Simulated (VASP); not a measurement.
# GaH in VASP: further runs

GaH is run at these levels: PBE; tasks: single point.

Program: VASP 6.6.1. These are calculated values, not measurements. Logs are shortened: lines on timing, memory, paths and dates and some standing lists are left out, and cuts for length are marked.

**1. The cell of the first run**

The typed cell holds 2 atoms: a = 2.970 Å, b = 2.970 Å, c = 2.579 Å, α = 90.00°, β = 90.00°, γ = 90.00°.

The cell was generated, and may not be a known phase.

**2. Single point, PBE**

INCAR

```
PREC = Accurate ; ENCUT = 500
EDIFF = 1E-6 ; ISMEAR = 0
SIGMA = 0.15 ; LREAL = False
LASPH = True ; NELM = 120
ALGO = Normal ; ISIF = 2
LWAVE = False ; LCHARG = True
GGA = PE ; LELF = True
LVHAR = True ; NBANDS = 14
GGA_COMPAT = False
```

KPOINTS

```
regular mesh
0
Gamma
  4 4 5
```

POSCAR

```
GaH
1.0
    2.9703990810      0.0000000000      0.0000000000
    0.0000000000      2.9703990810      0.0000000000
    0.0000000000      0.0000000000      2.5788608682
Ga H
1 1
Direct
    0.0000000000      0.0000000000      0.2004261749
    0.5000000000      0.5000000000      0.1987935051
```

Potentials or basis: VASP PAW PBE potentials, release 64 (Ga_d, H).

Run with:

```bash
$ cat potpaw_PBE.64/Ga_d/POTCAR potpaw_PBE.64/H/POTCAR > POTCAR
$ mpirun -np 1 vasp_std > vasp.out
```

OUTCAR:

```text
PREC = Accurate
   ENCUT = 500
   EDIFF = 1E-6
   ISMEAR = 0
   LREAL = False
   LASPH = True
   NELM = 120
   ISIF = 2
   GGA = PE

 ion  position               nearest neighbor table
   1  0.000  0.000  0.200-
   2  0.500  0.500  0.199-

  LATTYP: Found a simple tetragonal cell.
 ALAT       =     2.9703990810
 C/A-ratio  =     0.8681866638

  Lattice vectors:

 A1 = (   2.9703990810,   0.0000000000,   0.0000000000)
 A2 = (   0.0000000000,   2.9703990810,   0.0000000000)
 A3 = (   0.0000000000,   0.0000000000,   2.5788608682)

Analysis of symmetry for initial positions (statically):
=====================================================================
 Subroutine PRICEL returns:
 Original cell was already a primitive cell.

 Routine SETGRP: Setting up the symmetry group for a
 simple tetragonal supercell.

 Subroutine GETGRP returns: Found  8 space group operations
 (whereof  8 operations were pure point group operations)
 out of a pool of 16 trial point group operations.

The static configuration has the point symmetry C_4v.

Analysis of symmetry for dynamics (positions and initial velocities):
=====================================================================
 Subroutine PRICEL returns:
 Original cell was already a primitive cell.

 Routine SETGRP: Setting up the symmetry group for a
 simple tetragonal supercell.

 Subroutine GETGRP returns: Found  8 space group operations
 (whereof  8 operations were pure point group operations)
 out of a pool of 16 trial point group operations.

The dynamic configuration has the point symmetry C_4v.

 Subroutine INISYM returns: Found  8 space group operations
 (whereof  8 operations are pure point group operations),
 and found     1 'primitive' translations

----------------------------------------------------------------------------------------

                                     Primitive cell

  volume of cell :      22.7540

  direct lattice vectors                    reciprocal lattice vectors
     2.970399081  0.000000000  0.000000000     0.336655100  0.000000000  0.000000000
     0.000000000  2.970399081  0.000000000     0.000000000  0.336655100  0.000000000
     0.000000000  0.000000000  2.578860868     0.000000000  0.000000000  0.387768108

  length of vectors
     2.970399081  2.970399081  2.578860868     0.336655100  0.336655100  0.387768108

  position of ions in fractional coordinates (direct lattice)
     0.000000000  0.000000000  0.200426175
     0.500000000  0.500000000  0.198793505

  ion indices of the primitive-cell ions
   primitive index   ion index
                 1           1
                 2           2

----------------------------------------------------------------------------------------

 KPOINTS: regular mesh

Automatic generation of k-mesh.
 Grid dimensions read from file:
 generate k-points for:    4    4    5

 Generating k-lattice:

  Cartesian coordinates                     Fractional coordinates (reciprocal lattice)
     0.084163775  0.000000000  0.000000000     0.250000000  0.000000000  0.000000000
     0.000000000  0.084163775  0.000000000     0.000000000  0.250000000  0.000000000
     0.000000000  0.000000000  0.077553622     0.000000000  0.000000000  0.200000000

  Length of vectors
     0.084163775  0.084163775  0.077553622

  Shift w.r.t. Gamma in fractional coordinates (k-lattice)
     0.000000000  0.000000000  0.000000000

 Subroutine IBZKPT returns following result:
 ===========================================

 Found     18 irreducible k-points:

 Following reciprocal coordinates:
            Coordinates               Weight
  0.000000  0.000000  0.000000      1.000000
  0.250000  0.000000  0.000000      4.000000
  0.500000  0.000000  0.000000      2.000000
  0.250000  0.250000  0.000000      4.000000
  0.500000  0.250000  0.000000      4.000000
  0.500000  0.500000  0.000000      1.000000
[... 10 lines left out ...]
  0.500000  0.250000  0.400000      8.000000
  0.500000  0.500000  0.400000      2.000000
   k-points           NKPTS =     18   k-points in BZ     NKDIM =     18   number of bands    NBANDS=     14
   number of dos      NEDOS =    301   number of ions     NIONS =      2
   total plane-waves  NPLWV =  11520
   dimension x,y,z NGX =    24 NGY =   24 NGZ =   20
   dimension x,y,z NGXF=    48 NGYF=   48 NGZF=   40
   ions per type =               1   1
   NGX,Y,Z   is equivalent  to a cutoff of  13.43, 13.43, 12.89 a.u.
   NGXF,Y,Z  is equivalent  to a cutoff of  26.86, 26.86, 25.79 a.u.
 SYSTEM =  unknown system
   PREC   = accura    normal or accurate (medium, high low for compatibility)
   ISTART =      0    job   : 0-new  1-cont  2-samecut
   ICHARG =      2    charge: 1-file 2-atom 10-const
   ISPIN  =      1    spin polarized calculation?
   LNONCOLLINEAR =      F non collinear calculations
   LSORBIT =      F    spin-orbit coupling
   LASPH  =      T    aspherical Exc in radial PAW
   ENCUT  =  500.0 eV  36.75 Ry    6.06 a.u.   5.42  5.42  4.70*2*pi/ulx,y,z
   NELM   =    120;   NELMIN=  2; NELMDL= -5     # of ELM steps
   EDIFF  = 0.1E-05   stopping-criterion for ELM
   LREAL  =      F    real-space projection
   EDIFFG = 0.1E-04   stopping-criterion for IOM
   NSW    =      0    number of steps for IOM
   IBRION =     -1    ionic relax: 0-MD 1-quasi-New 2-CG
   NFREE  =      0    steps in history (QN), initial steepest desc. (CG)
   ISIF   =      2    stress and relaxation
   ISYM   =      2    0-nonsym 1-usesym 2-fastsym
   POTIM  = 0.5000    time-step for ionic-motion
   TEBEG  =    0.0;   TEEND  =   0.0 temperature during run
   PSTRESS=    0.0 pullay stress
   NELECT =      14.0000    total number of electrons
   NUPDOWN=      -1.0000    fix difference up-down
   EMIN   =  10.00;   EMAX   =-10.00  energy-range for DOS
   EFERMI =   0.00;   METHOD = LEGACY
   ISMEAR =     0;   SIGMA  =   0.15  broadening in eV -4-tet -1-fermi 0-gaus
   EFERMI_NEDOS =   21; number of points for ismear=-14 and -15
   IALGO  =     38    algorithm
   IMIX   =      4    mixing-type and parameters
     AMIX     =   0.40;   BMIX     =  1.00
     AMIX_MAG =   1.60;   BMIX_MAG =  1.00
  volume/ion in A,a.u.               =      11.38        76.78
  Fermi-wavevector in a.u.,A,eV,Ry     =   1.392403  2.631260 26.378793  1.938787
  Thomas-Fermi vector in A             =   2.516149
   LORBIT       =      0    0 simple, 1 ext, 2 COOP (PROOUT), +10 PAW based schemes
   GGA     = PE    functional components
   LHFCALC =     F    Hartree Fock is set to
   AEXX    =    0.0000 exact exchange contribution
   IVDW    =     0    specifies the selected vdW correction
   LEPSILON=     F    determine dielectric tensor
   LRPA    =     F    only Hartree local field effects (RPA)
 non-spin polarized calculation
 Gauss-broadening in eV      SIGMA  =   0.15
  energy-cutoff  :      500.00
  volume of cell :       22.75
 maximum number of plane-waves:       590
 NGX is ok and might be reduce to    24
   NGX = 11   NGY = 11   NGZ =  9

 number of electron      13.9999994 magnetization

 Free energy of the ion-electron system (eV)
  ---------------------------------------------------
  ext. energy  EPLUGINS =         0.00000000
  ---------------------------------------------------
  free energy    TOTEN  =        -5.65854533 eV

  energy without entropy =       -5.65424298  energy(sigma->0) =       -5.65639415

 E-fermi :   3.7289     XC(G=0): -10.7054

 val. band max:        3.6388198707   @ k =   0.5000   0.5000   0.2000
 cond. band min:       4.0923911970   @ k =   0.5000   0.5000   0.4000
 fundamental gap:      0.4535713264
 Fermi energy:         3.7288506493

 k-point     1 :       0.0000    0.0000    0.0000
  band No.  band energies     occupation
      1     -10.7021      2.00000
      2     -10.5716      2.00000
      3     -10.2958      2.00000
      4     -10.1431      2.00000
      5     -10.1431      2.00000
      6      -6.9312      2.00000
      7       7.5734      0.00000
      8      10.0961      0.00000
      9      10.0961      0.00000
     10      13.8210      0.00000
     11      15.6414      0.00000
     12      19.4104      0.00000
     13      25.7142      0.00000
     14      27.5199      0.00000

 k-point     2 :       0.2500    0.0000    0.0000
  band No.  band energies     occupation
      1     -10.6750      2.00000
      2     -10.4909      2.00000
      3     -10.3397      2.00000
      4     -10.1724      2.00000
      5     -10.1405      2.00000
      6      -5.8583      2.00000
      7       2.6187      2.00000
      8      10.8621      0.00000
      9      11.1426      0.00000
     10      16.6775      0.00000
     11      18.6570      0.00000
     12      20.0338      0.00000
     13      21.2417      0.00000
     14      22.5526      0.00000

 k-point     3 :       0.5000    0.0000    0.0000
  band No.  band energies     occupation
      1     -10.6551      2.00000
      2     -10.4110      2.00000
      3     -10.3831      2.00000
      4     -10.2015      2.00000
      5     -10.1380      2.00000
      6      -2.6390      2.00000
      7      -2.5817      2.00000
      8      11.8667      0.00000
      9      12.9579      0.00000
     10      17.0383      0.00000
     11      17.4055      0.00000
     12      18.4957      0.00000
     13      21.7302      0.00000
     14      22.8690      0.00000
[... 222 lines left out ...]
 k-point    17 :       0.5000    0.2500    0.4000
  band No.  band energies     occupation
      1     -10.4791      2.00000
      2     -10.4415      2.00000
      3     -10.4057      2.00000
      4     -10.2975      2.00000
      5     -10.0473      2.00000
      6       0.9190      2.00000
      7       1.8803      2.00000
      8       6.4318      0.00000
      9       9.3091      0.00000
     10      10.6745      0.00000
     11      11.0740      0.00000
     12      16.5736      0.00000
     13      18.1321      0.00000
     14      27.2912      0.00000

 k-point    18 :       0.5000    0.5000    0.4000
  band No.  band energies     occupation
      1     -10.5307      2.00000
      2     -10.4640      2.00000
      3     -10.4640      2.00000
      4     -10.1931      2.00000
      5     -10.0215      2.00000
      6       3.0789      2.00000
      7       4.0924      0.00061
      8       5.9219      0.00000
      9       5.9219      0.00000
     10       8.8446      0.00000
     11      12.9597      0.00000
     12      12.9597      0.00000
     13      13.2098      0.00000
     14      34.7363      0.00000

------------------------ aborting loop because EDIFF is reached ----------------------------------------

  FORCE on cell =-STRESS in cart. coord.  units (eV):
  Direction    XX          YY          ZZ          XY          YZ          ZX
  --------------------------------------------------------------------------------------
  -------------------------------------------------------------------------------------
  Total       -0.0337559     -0.0337559     -0.0330578      0.0000000      0.0000000      0.0000000
  in kB       -2.3768544     -2.3768544     -2.3277009      0.0000000      0.0000000      0.0000000
  external PRESSURE =      -2.3604699 kB  Pullay stress =       0.0000000 kB

 VOLUME and BASIS-vectors are now :
 -----------------------------------------------------------------------------
  energy-cutoff  :      500.00
  volume of cell :       22.75
      direct lattice vectors                 reciprocal lattice vectors
     2.970399081  0.000000000  0.000000000     0.336655100  0.000000000  0.000000000
     0.000000000  2.970399081  0.000000000     0.000000000  0.336655100  0.000000000
     0.000000000  0.000000000  2.578860868     0.000000000  0.000000000  0.387768108

 POSITION                                       TOTAL-FORCE (eV/Angst)
 -----------------------------------------------------------------------------------
      0.00000      0.00000      0.51687         0.000000      0.000000     -0.004261
      1.48520      1.48520      0.51266         0.000000      0.000000      0.004261
 -----------------------------------------------------------------------------------
    total drift:                               -0.000000      0.000000     -0.000062

  FREE ENERGIE OF THE ION-ELECTRON SYSTEM (eV)
  ---------------------------------------------------
  free  energy   TOTEN  =        -5.6585453303 eV

  energy  without entropy=       -5.6542429792  energy(sigma->0) =       -5.65639415
```

It took 4.8 s on 1 thread of AMD EPYC 7R13 (Zen 3), shared host; peak memory 0.1 GiB.

Results:

| Quantity | Value |
| --- | --- |
| Free energy | -5.6585 eV |
| Pressure | -0.2 GPa |
| Largest force | 0.004 eV/Å |
| Band gap on the k mesh | zero (bands 7 and 8 overlap by 4.85 eV) |

Forces in eV/Å, atoms in the order of the input:
```
Ga   0.000  0.000 -0.004
H    0.000  0.000  0.004
```

Caveat: the k points lie up to 0.53 Å⁻¹ apart, too coarse for converged energies and pressures of a metal.

**3. Single point, PBE**

This run uses another cell than the first one, of 11.70 Å³/atom.

INCAR

```
SYSTEM = GaH
PREC = Accurate
ENCUT = 500
EDIFF = 1E-6
ISMEAR = 0
SIGMA = 0.15
LREAL = .False.
LASPH = .True.
NELM = 120
ALGO = Normal
ISIF = 2
LWAVE = .False.
LCHARG = .False.
GGA = PE
NBANDS = 14
GGA_COMPAT = .False.
```

KPOINTS

```
regular mesh
0
Gamma
  5 5 4
  0 0 0
```

POSCAR

```
GaH
1.0
    2.7671299941      0.0000000000      0.0000000000
    0.0000000000      2.7671299941      0.0000000000
    0.0000000000      0.0000000000      3.0572422462
Ga H
1 1
Direct
    0.0000000000      0.0000000000      0.0000000000
    0.5000000000      0.5000000000      0.5000000000
```

Potentials or basis: VASP PAW PBE potentials, release 64 (Ga_d, H).

Run with:

```bash
$ cat potpaw_PBE.64/Ga_d/POTCAR potpaw_PBE.64/H/POTCAR > POTCAR
$ mpirun -np 1 vasp_std > vasp.out
```

Run time: 3.7 s. Hardware: 1 thread of AMD EPYC 7R13 (Zen 3), shared host; peak memory 0.1 GiB.

Results (log left out):

```
Free energy            : -5.1913 eV
Pressure               : 0.2 GPa
Band gap on the k mesh : zero (bands 7 and 8 overlap by 3.31 eV)
```

Stress tensor (GPa, compression positive):
```
-0.08  0.00  0.00
 0.00 -0.08  0.00
 0.00  0.00  0.69
```

Levels at points of the mesh, in eV from the Fermi level:
```
           k point  band 4  band 5  band 6  band 7  band 8  band 9  band 10  band 11
(0.00, 0.00, 0.00)  -15.07  -15.02  -11.48    2.62    4.58    7.92     7.92     9.67
(0.00, 0.00, 0.50)  -15.12  -15.01   -7.70   -7.10    7.08   10.45    10.45    13.81
```

Caveat: the k points lie up to 0.51 Å⁻¹ apart, too coarse for converged energies and pressures of a metal.

**4. Single point, PBE**

This run uses another cell than the first one, of 11.81 Å³/atom.

INCAR

```
SYSTEM = GaH
  ALGO = Normal
  EDIFF = 1E-6
  ENCUT = 500
  GGA = PE
  GGA_COMPAT = .False.
  ISIF = 2
  ISMEAR = 0
  LASPH = .True.
  LCHARG = .True.
  LELF = .True.
  LREAL = .False.
  LVHAR = .True.
  LWAVE = .False.
  NBANDS = 14
  NELM = 120
  PREC = Accurate
  SIGMA = 0.15
```

KPOINTS

```
k-points
0
Gamma
  5 5 4
  0 0 0
```

POSCAR

```
GaH
1.0
    2.7703445863      0.0000000000      0.0000000000
    0.0000000000      2.7703445863      0.0000000000
    0.0000000000      0.0000000000      3.0774244194
Ga H
1 1
Direct
    0.5000000000      0.5000000000      0.5000000000
    0.0000000000      0.0000000000      0.0000000000
```

Run with:

```bash
$ cat potpaw_PBE.64/Ga_d/POTCAR potpaw_PBE.64/H/POTCAR > POTCAR
$ mpirun -np 1 vasp_std > vasp.out
```

It took 3.7 s on 1 thread of AMD EPYC 7R13 (Zen 3), shared host; peak memory 0.1 GiB.

It converged, with:

* Free energy: -5.1913 eV
* Pressure: -0.3 GPa
* Band gap on the k mesh: zero (bands 7 and 8 overlap by 3.18 eV)

Stress tensor (GPa, compression positive):
```
-0.16  0.00  0.00
 0.00 -0.16  0.00
 0.00  0.00 -0.48
```

Levels at points of the mesh, in eV from the Fermi level:
```tsv
k point	band 4	band 5	band 6	band 7	band 8	band 9	band 10	band 11
(0.00, 0.00, 0.00)	-15.10	-15.04	-11.44	2.50	4.42	7.91	7.91	9.62
(0.00, 0.00, 0.50)	-15.15	-15.04	-7.74	-7.08	7.05	10.37	10.37	13.73
```

Caveat: the k points lie up to 0.51 Å⁻¹ apart, too coarse for converged energies and pressures of a metal.

**5. The runs side by side**

| cell | k mesh | gap on the mesh (eV) | pressure (GPa) |
| --- | --- | --- | --- |
| a = 2.970, b = 2.970, c = 2.579 Å, 2 atoms, atomic positions A | 4 × 4 × 5 | none | -0.2 |
| a = 2.767, b = 2.767, c = 3.057 Å, 2 atoms, atomic positions B | 5 × 5 × 4 | none | 0.2 |
| a = 2.770, b = 2.770, c = 3.077 Å, 2 atoms, atomic positions B | 5 × 5 × 4 | none | -0.3 |

Alike in all rows: task single point; level PBE; potentials or basis VASP PAW PBE potentials, release 64 (Ga_d, H); no spin polarisation; cutoff (eV) 500; smearing gaussian 0.15 eV.

Caveats: all runs use coarse meshes.

Absolute energies hang on the potentials; compare differences alone.

The gap in the log of VASP goes by the Fermi energy; the results here count the filled bands.